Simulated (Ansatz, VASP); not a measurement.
**Two plane-wave programs on BeCr2**

POSCAR

```
BeCr2
1.0
    4.1233173663      0.0000000000      0.0000000000
    0.0000000000      4.1233173663      0.0000000000
    0.0000000000      0.0000000000      4.1233173663
Be Cr
2 4
Direct
    0.0000000000      0.0000000000      0.0000000000
    0.5000000000      0.5000000000      0.5000000000
    0.2500000000      0.2500000000      0.2500000000
    0.2500000000      0.7500000000      0.7500000000
    0.7500000000      0.7500000000      0.2500000000
    0.7500000000      0.2500000000      0.7500000000
```

The input INCAR.step1:

```
SYSTEM = BeCr2
PREC = Accurate
ENCUT = 660
ISMEAR = 0
SIGMA = 0.1
LREAL = .FALSE.
LASPH = .TRUE.
NELM = 200
ISPIN = 2
MAGMOM = 0 0 3 3 3 3
LMAXMIX = 4
NBANDS = 39
GGA = PE
ALGO = Normal
EDIFF = 1E-5
LWAVE = .TRUE.
LCHARG = .FALSE.
GGA_COMPAT = .FALSE.
```

File INCAR.step2:

```
SYSTEM = BeCr2
PREC = Accurate
ENCUT = 660
EDIFF = 1E-6
ISMEAR = 0
SIGMA = 0.1
LREAL = .FALSE.
LASPH = .TRUE.
NELM = 200
ALGO = Normal
ISIF = 2
LWAVE = .FALSE.
LCHARG = .TRUE.
ISPIN = 2
MAGMOM = 0 0 3 3 3 3
LORBIT = 11
LMAXMIX = 4
METAGGA = R2SCAN
LMIXTAU = .TRUE.
LELF = .TRUE.
LVHAR = .TRUE.
NBANDS = 39
ISTART = 1
GGA_COMPAT = .FALSE.
```

The input KPOINTS:

```
regular mesh
0
G
  4 4 4
  0 0 0
```

Input for Ansatz:

```yaml
crystal:
  lattice:
    - [4.1233173663, 0.0, 0.0]
    - [0.0, 4.1233173663, 0.0]
    - [0.0, 0.0, 4.1233173663]
  atoms:
    - { symbol: Be, position: [0.0, 0.0, 0.0] }
    - { symbol: Be, position: [0.5, 0.5, 0.5] }
    - { symbol: Cr, position: [0.25, 0.25, 0.25], spin: 3.0 }
    - { symbol: Cr, position: [0.25, 0.75, 0.75], spin: 3.0 }
    - { symbol: Cr, position: [0.75, 0.75, 0.25], spin: 3.0 }
    - { symbol: Cr, position: [0.75, 0.25, 0.75], spin: 3.0 }
basis:
  ecutwfc: 500
kpoints:
  mp_grid: { grid: [4, 4, 4] }
hamiltonian:
  xc: r2scan
scf:
  occupations: { method: gaussian, width: 0.1 }
  lower_state_search: "off"
output:
  forces: true
  stress: true
  eigenvalues: true
  populations: true
magnetization:
  spin_polarized: true
```

Alike in both runs: task single point; functional r2SCAN; k mesh 4 × 4 × 4; occupations gaussian, width 0.1 eV; collinear spin.

|  | VASP | Ansatz |
| --- | --- | --- |
| version | VASP 6.6.1 | Ansatz 0.2.0 |
| potentials or method | VASP PAW PBE potentials, release 64 (Be, Cr_pv), cutoff 660 eV | scalar-relativistic, plane waves, PAW |
| valence electrons in the cell | 52 | 60 |

```tsv
	VASP	Ansatz	Ansatz less VASP
gap on the k mesh at the Fermi level (eV)	none	none	-
pressure (GPa)	25.9	25.6	-0.24
net moment per atom (μB)	0.86	0.88	+0.019
size of the moment on the site where the two differ most (μB)	1.28	0.99	-0.283
```

VASP's potentials were made for PBE, not for r2SCAN. Site moments also hang on the region over which each program counts them. A gap of «none» marks a metal or a gap that the smearing closes. VASP's potentials hold 52 valence electrons a cell and Ansatz's 60, so a difference there can come from the potentials and not from the codes. Ansatz's warnings: stability check not made.

The k mesh is coarse, so the values compare programs but aren't converged.
